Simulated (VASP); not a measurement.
## PIr2: single point with LDA

PIr2:

```
P Ir
1.0
     0.00000    2.69164    2.69164
     2.69164    0.00000    2.69164
     2.69164    2.69164    0.00000
P Ir
1 2
Cartesian
  0.0000 0.0000 0.0000
  1.3458 1.3458 1.3458
  4.0375 4.0375 4.0375
```

| Item | Value |
| --- | --- |
| Program | VASP 6.6.1 |
| Task | single point |
| Functional | LDA |
| Potentials or basis | VASP PAW LDA potentials, release 64 (P, Ir) |
| Cutoff | 520 eV |
| k mesh | 9 × 9 × 9 |
| Occupations | methfessel-paxton, width 0.1 eV |
| Spin | no spin polarisation |
| Dipole correction | no |
| Further INCAR settings | ALGO = Normal; EDIFF = 1e-06; NBANDS = 18 |

```
Pressure : 28.0 GPa
```

Levels at points of the mesh, in eV from the Fermi level:
```tsv
k point	band 8	band 9	band 10	band 11	band 12	band 13	band 14	band 15	band 16	band 17
(0.00, 0.00, 0.00)	-0.54	-0.54	0.64	1.94	1.94	4.88	4.88	4.88	5.31	5.31
```

Wall time 33 s on 1 thread of AMD EPYC 7R43 64-Core Processor (Zen 3), on a shared host, peak memory 0.12 GiB.

Caveat: spin-orbit coupling is left out, which moves the levels of the heavy elements.
